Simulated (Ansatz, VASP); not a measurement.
**TaN: VASP beside Ansatz**

```
CELL_PARAMETERS angstrom
0.00000 2.12453 2.07005
2.12453 0.00000 2.07005
2.12453 2.12453 0.00000
ATOMIC_POSITIONS crystal
Ta 0.50000 0.50000 0.50000
N 0.00000 0.00000 0.00000
```

Change from the starting cell: strain -0.025 along x and y, -0.050 along z, atoms carried along.

Alike in both runs: task single point; functional r2SCAN; k mesh 18 × 18 × 18; occupations gaussian, width 0.15 eV; no spin polarisation.

```csv
,VASP,Ansatz
version,VASP 6.6.1,Ansatz 0.2.0
potentials or method,"VASP PAW PBE potentials, release 64 (Ta_pv, N), cutoff 520 eV","scalar-relativistic, plane waves, PAW"
valence electrons in the cell,16,18
```

|  | VASP | Ansatz | Ansatz less VASP |
| --- | --- | --- | --- |
| gap on the k mesh at the Fermi level (eV) | none | none | - |
| pressure (GPa) | 63.6 | 60.4 | -3.19 |
| traceless stress, the component that is largest in VASP (GPa) | 19.51 | 19.35 | -0.167 |

VASP's potentials were made for PBE, not for r2SCAN. A gap of «none» marks a metal or a gap that the smearing closes. Both programs put the cell under a high pressure, so it lies far from rest at this level. With one functional, cell and mesh, what is left measures potentials, basis and numerics. VASP's potentials hold 16 valence electrons a cell and Ansatz's 18, so a difference there can come from the potentials and not from the codes.

Neither program's run includes spin-orbit coupling. Noted on VASP's run: the cell as given lies far from equilibrium.
